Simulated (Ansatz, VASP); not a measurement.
**Two plane-wave programs on Si**

```xyz
8
Lattice="5.4619 0.0000 0.0000 0.0000 5.4691 0.0000 0.0000 0.0000 5.4689" Properties=species:S:1:pos:R:3 pbc="T T T"
Si    4.0965    4.1018    1.3671
Si    1.3655    1.3673    1.3673
Si    1.3655    4.1018    4.1017
Si    4.0964    1.3672    4.1016
Si    5.4619    2.7345    5.4689
Si    0.0000    5.4690    2.7345
Si    2.7309    0.0001    0.0000
Si    2.7310    2.7346    2.7344
```

Alike in both runs: functional PBE; k mesh 6 × 4 × 4; occupations gaussian, width 0.1 eV; no spin polarisation.

Ansatz relaxed the structure, and its values are those at the end. VASP's run is a single point on that final structure, the one shown.

|  | VASP | Ansatz |
| --- | --- | --- |
| version | VASP 6.6.1 | Ansatz 0.2.0 |
| potentials or method | VASP PAW PBE potentials, release 64 (Si), cutoff 520 eV | scalar-relativistic, plane waves, PAW |
| valence electrons in the cell | 32 | 32 |

VASP gave:

- gap on the k mesh at the Fermi level (eV): 0.59
- least direct gap on the mesh (eV): 0.74
- pressure (GPa): 0.1

**Question.** Which values does Ansatz return?

**Answer.** gap on the k mesh at the Fermi level (eV): 0.59; least direct gap on the mesh (eV): 0.73; pressure (GPa): 0.2.
